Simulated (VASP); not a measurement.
# SiC (Cm) in VASP: a series of runs, part 2 of 2

VASP 6.6.1. The steps go on from the part before.

## 5. Single point, PBE

This run uses another cell than the first one, of the same volume but with other edges.

INCAR

```
SYSTEM = SiC
ALGO = Normal
EDIFF = 1E-7
ENCUT = 520
GGA = PE
ISIF = 2
ISMEAR = 0
LASPH = .True.
LCHARG = .False.
LREAL = .False.
LWAVE = .False.
NBANDS = 36
NELM = 60
PREC = Accurate
SIGMA = 0.05
```

KPOINTS

```
k-points
0
Gamma
  10 10 2
  0 0 0
```

POSCAR

```
SiC
1.0
    2.1898640950     -2.1898640950      0.0000000000
    2.1898640950      0.0000000000     -2.1898640950
   12.4090838806      6.9346426295      6.9346426295
Si C
6 6
Direct
    0.6701798600     -0.3298201400      0.3958000000
    0.1423965267      0.1423965267      0.2291333333
    0.1979631933      0.1979631933      0.5624666667
    0.2535298600      0.2535298600      0.8958000000
   -0.2742534733     -0.2742534733      0.7291333333
    0.6146131933      0.6146131933      0.0624666667
    0.3021256933      0.3021256933      0.4374666667
   -0.2256576400     -0.2256576400      0.2708000000
   -0.1700909733     -0.1700909733      0.6041333333
   -0.1145243067     -0.1145243067      0.9374666667
   -0.6423076400     -0.6423076400      0.7708000000
    0.2465590267      0.2465590267      0.1041333333
```

Run with:

```sh
$ cat potpaw_PBE.64/Si/POTCAR potpaw_PBE.64/C/POTCAR > POTCAR
$ mpirun -np 1 vasp_std > vasp.out
```

Wall time 2 min (1 thread of Intel Xeon 6975P-C (Granite Rapids), shared host); peak memory 0.36 GiB.

It converged, with:

| Item | Value |
| --- | --- |
| Free energy | -89.3809 eV |
| Pressure | -1.1 GPa |
| Largest force | 2.039 eV/Å |
| Band gap on the k mesh | 0.66 eV (least direct gap 1.44 eV) |

Forces in eV/Å, atoms in the order of the input:
```
Si   0.060  0.032  0.032
Si   0.126  0.063  0.063
Si   0.046  0.037  0.037
Si   0.133 -0.124 -0.124
Si   0.070  0.027  0.027
Si   1.183 -1.175 -1.175
C   -0.045 -0.038 -0.038
C   -0.009 -0.046 -0.046
C   -0.069 -0.030 -0.030
C   -1.140  1.004  1.004
C   -0.248  0.031  0.031
C   -0.108  0.219  0.219
```

Stress tensor (GPa, compression positive):
```
 1.82  2.75  2.75
 2.75 -2.56 -3.82
 2.75 -3.82 -2.56
```

Levels at points of the mesh, in eV from the valence-band top:
| k point | band 22 | band 23 | band 24 | band 25 | band 26 | band 27 |
| --- | --- | --- | --- | --- | --- | --- |
| (0.00, 0.00, 0.00) | -0.36 | -0.16 | 0.00 | 4.69 | 4.98 | 5.23 |
| (0.50, 0.00, 0.00) | -1.94 | -1.59 | -1.42 | 1.59 | 1.89 | 3.15 |
| (0.50, 0.50, 0.00) | -2.00 | -1.32 | -0.78 | 0.66 | 2.15 | 2.39 |
| (0.00, 0.00, 0.50) | -0.39 | -0.25 | -0.19 | 4.73 | 5.00 | 5.17 |
| (0.50, 0.00, 0.50) | -1.91 | -1.52 | -1.21 | 1.27 | 2.40 | 2.76 |
| (0.50, 0.50, 0.50) | -1.60 | -1.47 | -0.95 | 0.93 | 1.51 | 2.92 |

Caveat: forces of over 1 eV/Å act on the atoms, so gaps and moduli don't describe the material at rest.

## 6. Single point, PBE

INCAR

```
ALGO     = Normal         # electronic algorithm
EDIFF    = 1E-6           # SCF threshold, eV
ENCUT    = 520            # plane-wave cutoff, eV
GGA      = PE             # functional
ISIF     = 2              # what is computed and relaxed
ISMEAR   = 0              # smearing method
LASPH    = True           # aspherical terms in the spheres
LCHARG   = False          # write CHGCAR
LREAL    = False          # projectors in reciprocal space
LWAVE    = False          # write WAVECAR
NBANDS   = 36             # bands
NELM     = 80             # most SCF steps
PREC     = Accurate       # precision mode
SIGMA    = 0.05           # smearing width, eV
```

KPOINTS

```
k-points
0
Gamma
  10 10 2
```

POSCAR

```
SiC
1.0
    2.1898640950     -2.1898640950      0.0000000000
    2.1898640950      0.0000000000     -2.1898640950
    9.1242877381      8.5770407008      8.5770407008
Si C
6 6
Direct
    0.9670298600     -0.0329701400      0.3958000000
    0.3142465267      0.3142465267      0.2291333333
    0.6198131933      0.6198131933      0.5624666667
    0.9253798600      0.9253798600      0.8958000000
    0.2725965267      0.2725965267      0.7291333333
    0.6614631933      0.6614631933      0.0624666667
    0.6302256933      0.6302256933      0.4374666667
   -0.0225576400     -0.0225576400      0.2708000000
    0.2830090267      0.2830090267      0.6041333333
    0.5885756933      0.5885756933      0.9374666667
   -0.0642076400     -0.0642076400      0.7708000000
    0.3246590267      0.3246590267      0.1041333333
```

Potentials or basis: VASP PAW PBE potentials, release 64 (Si, C).

Run with:

```sh
$ cat potpaw_PBE.64/Si/POTCAR potpaw_PBE.64/C/POTCAR > POTCAR
$ mpirun -np 1 vasp_std > vasp.out
```

Wall time 1.8 min (1 thread of Intel Xeon 6975P-C (Granite Rapids), shared host); peak memory 0.36 GiB.

The run converged. Its results:

```
Free energy            : -90.0381 eV
Pressure               : -0.2 GPa
Largest force          : 1.243 eV/Å
Band gap on the k mesh : 1.04 eV (least direct gap 2.01 eV)
```

Forces in eV/Å, atoms in the order of the input:
```
Si   0.001  0.022  0.022
Si  -0.067  0.087  0.087
Si   0.010  0.016  0.016
Si   0.027 -0.115 -0.115
Si  -0.003  0.024  0.024
Si  -1.105  0.351  0.351
C   -0.013 -0.015 -0.015
C   -0.027 -0.004 -0.004
C    0.001 -0.023 -0.023
C    1.120 -0.381 -0.381
C    0.095 -0.083 -0.083
C   -0.040  0.121  0.121
```

Stress tensor (GPa, compression positive):
```
-4.65 -1.02 -1.02
-1.02  1.96  2.84
-1.02  2.84  1.96
```

Levels at points of the mesh, in eV from the valence-band top:
| k point | band 20 | band 21 | band 22 | band 23 | band 24 | band 25 | band 26 | band 27 | band 28 | band 29 |
| --- | --- | --- | --- | --- | --- | --- | --- | --- | --- | --- |
| (0.00, 0.00, 0.00) | -0.58 | -0.53 | -0.33 | -0.29 | 0.00 | 4.93 | 5.16 | 5.29 | 5.59 | 5.88 |
| (0.50, 0.00, 0.00) | -2.80 | -2.06 | -1.96 | -1.42 | -0.97 | 1.04 | 2.44 | 2.46 | 3.90 | 4.37 |
| (0.50, 0.50, 0.00) | -2.88 | -2.02 | -1.98 | -1.46 | -1.31 | 1.20 | 2.42 | 2.50 | 4.17 | 4.26 |
| (0.00, 0.00, 0.50) | -0.73 | -0.46 | -0.35 | -0.32 | -0.19 | 4.95 | 5.10 | 5.40 | 5.60 | 5.84 |
| (0.50, 0.00, 0.50) | -2.51 | -1.84 | -1.81 | -1.50 | -1.23 | 1.49 | 1.58 | 3.39 | 3.47 | 4.25 |
| (0.50, 0.50, 0.50) | -2.53 | -2.14 | -1.89 | -1.54 | -1.48 | 1.62 | 1.67 | 3.33 | 3.44 | 4.54 |

Caveat: forces of over 1 eV/Å act on the atoms, so gaps and moduli don't describe the material at rest. A k mesh can miss the band edges.

## 7. Summary

| cell | gap on the mesh (eV) | pressure (GPa) | largest force (eV/Å) |
| --- | --- | --- | --- |
| a = 3.097, b = 3.097, c = 15.231 Å, angles 85.6, 85.6, 60.0°, 12 atoms | 0.26 | 0.1 | 2.25 |
| a = 3.097, b = 3.097, c = 15.336 Å, angles 82.7, 82.7, 60.0°, 12 atoms | 0.57 | -0.2 | 1.54 |
| a = 3.097, b = 3.097, c = 15.491 Å, angles 79.9, 79.9, 60.0°, 12 atoms | 0.87 | -2.0 | 0.75 |
| a = 3.097, b = 3.097, c = 15.817 Å, angles 75.8, 75.8, 60.0°, 12 atoms | 0.66 | -1.1 | 2.04 |
| a = 3.097, b = 3.097, c = 15.178 Å, angles 88.5, 88.5, 60.0°, 12 atoms | 1.04 | -0.2 | 1.24 |

Alike in all rows: task single point; level PBE; potentials or basis VASP PAW PBE potentials, release 64 (Si, C); no spin polarisation; k mesh 10 × 10 × 2; cutoff (eV) 520; smearing gaussian 0.05 eV.

Caveats: forces of over 1 eV/Å act on the atoms, so gaps and moduli don't describe the material at rest (at least some runs).

Absolute energies hang on the potentials; compare differences alone.
